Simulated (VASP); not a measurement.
Crystal: InP.

```xyz
2
Lattice="4.1444 0.0000 0.0000 2.0722 3.5891 0.0000 2.0722 1.1964 3.3839" Properties=species:S:1:pos:R:3 pbc="T T T"
In    0.0000    0.0000    0.0000
P     2.0722    1.1964    0.8460
```

Program: VASP 6.6.1. Alike in all runs: task single point; no spin polarisation; cell as given; k mesh 6 × 6 × 6; cutoff (eV) 520; smearing gaussian 0.01 eV.

Problem. Order these runs on this cell by their pressure, lowest first.
A. level LDA; potentials or basis VASP PAW LDA potentials, release 64 (In_d, P)
B. level PBE; potentials or basis VASP PAW PBE potentials, release 64 (In_d, P)
C. level BLYP; potentials or basis VASP PAW PBE potentials, release 64 (In_d, P)

Solution. A (-1.2 GPa), B (3.3 GPa), C (6.8 GPa).

Caveats: the PAW data sets were made with another functional, which shifts forces and pressure a little (some runs).
